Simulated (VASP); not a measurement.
## Ti: single point with PBE

Ti:

```
Ti
1.0
     2.95000    0.00000    0.00000
    -1.47500    2.55477    0.00000
     0.00000    0.00000    4.68000
Ti
2
Direct
  0.66667 0.33333 0.75000
  0.33333 0.66667 0.25000
```

```
Program                : VASP 6.6.1
Task                   : single point
Functional             : PBE
Potentials or basis    : VASP PAW PBE potentials, release 64 (Ti_sv)
Cutoff                 : 520 eV
k mesh                 : 10 × 10 × 6
Occupations            : gaussian, width 0.027 eV
Spin                   : no spin polarisation
Dipole correction      : no
Further INCAR settings : ALGO = Normal; EDIFF = 1e-07; NBANDS = 19
```

```yaml
Pressure: -1.7 GPa
Band_gap_on_the_k_mesh: zero (band 12 reaches 8.94 eV, above the bottom of band 13 at 7.94 eV)
```

Stress tensor (GPa, compression positive):
```
-1.60  0.00  0.00
 0.00 -1.60  0.00
 0.00  0.00 -1.86
```

Levels at points of the mesh, in eV from the Fermi level:
| k point | band 9 | band 10 | band 11 | band 12 | band 13 | band 14 | band 15 | band 16 |
| --- | --- | --- | --- | --- | --- | --- | --- | --- |
| (0.00, 0.00, 0.00) | -6.15 | -2.63 | 0.74 | 0.79 | 0.79 | 0.88 | 1.27 | 1.27 |
| (0.50, 0.00, 0.00) | -2.31 | -2.09 | -1.79 | -0.62 | 0.50 | 0.63 | 1.16 | 3.30 |
| (0.00, 0.00, 0.50) | -4.32 | -4.32 | 0.09 | 0.09 | 0.69 | 0.69 | 0.69 | 0.69 |
| (0.50, 0.00, 0.50) | -2.48 | -2.48 | -0.78 | -0.78 | 1.31 | 1.31 | 1.72 | 1.72 |

Run time: 62 s on 1 thread of Intel Xeon 8259CL, on a shared host, peak memory 0.17 GiB.
